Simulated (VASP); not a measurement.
Runs of VASP 6.6.1 on SnTe. It takes space group Fm-3m (No. 225, cubic). Conventional cell: a = 6.302 Å, b = 6.302 Å, c = 6.302 Å, α = 90.00°, β = 90.00°, γ = 90.00°. Within 4.1 Å of Sn (site symmetry m-3m) lie 6 Te at 3.15 Å. Te (site symmetry m-3m) has 6 Sn at 3.15 Å within 4.1 Å. 

| k mesh | gap on the mesh (eV) | pressure (GPa) |
| --- | --- | --- |
| 2 × 2 × 2 | (a) | 5.3 |
| 8 × 8 × 8 | 0.10 | 2.2 |
| 6 × 6 × 6 | 0.10 | 2.2 |
| 4 × 4 × 4 | 0.09 | 1.5 |

Alike in all rows: task single point; level PBE; potentials or basis VASP PAW PBE potentials, release 64 (Sn_d, Te); no spin polarisation; cell as given; cutoff (eV) 520; smearing gaussian 0.01 eV.

Problem. Fill in the values left out.

Solution. (a) 0.16.

Caveats: some runs use coarse meshes; spin-orbit coupling is left out, which moves the levels of the heavy elements.

A k mesh can miss the band edges, and the runs leave out spin-orbit coupling on Sn, Te.
